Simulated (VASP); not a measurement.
Here is a VASP 6.6.1 calculation.

The input INCAR:

```
PREC = Accurate
ENCUT = 520
EDIFF = 1E-6
ISMEAR = 0
SIGMA = 0.01
LREAL = Auto
LASPH = True
NELM = 60
ALGO = Normal
ISIF = 2
LWAVE = False
LCHARG = True
GGA = PS
LELF = True
LVHAR = True
NBANDS = 61
```

Contents of KPOINTS:

```
Automatic mesh
0
Gamma
  6 4 4
```

The input POSCAR:

```
Al5Ga3N8
1.0
   -0.0014161221     -0.0008175985     -5.0689288261
    3.1368713022      5.4344194339      0.0017669391
    3.1379096335     -5.4350189147      0.0000000000
Ga Al N
3 5 8
Direct
   -0.0011631854      0.1652021871      0.3313151244
   -0.0011631854      0.1652021871      0.8338870627
    0.4990641751      0.3350339611      0.6675169805
   -0.0000450577      0.6672142582      0.3336071291
   -0.0003514556      0.6689279276      0.8344639638
    0.5000524267      0.3355153695      0.1677576848
    0.5002297421      0.8314894963      0.6653429925
    0.5002297421      0.8314894963      0.1661465038
    0.6134809761      0.1629818863      0.3263787966
    0.6134809761      0.1629818863      0.8366030897
    0.6227014524      0.6671825947      0.3335912973
    0.6246102759      0.6744646044      0.8372323022
    0.1147528092      0.3398621965      0.6699310983
    0.1259527042      0.3406358008      0.1703179004
    0.1240838021      0.8259080739      0.6626511929
    0.1240838021      0.8259080739      0.1632568810
```

Potentials or basis: VASP PAW PBE potentials, release 64 (Ga_d, Al, N).

Launch:

```sh
$ cat potpaw_PBE.64/Ga_d/POTCAR potpaw_PBE.64/Al/POTCAR potpaw_PBE.64/N/POTCAR > POTCAR
$ mpirun -np 1 vasp_std > vasp.out
```

(1) What does it give for the largest force?

(2) What does it give for the pressure?

Answers

(1) 0.013 eV/Å.

(2) -0.1 GPa.

Caveat: the PAW data sets were made with another functional, which shifts forces and pressure a little.
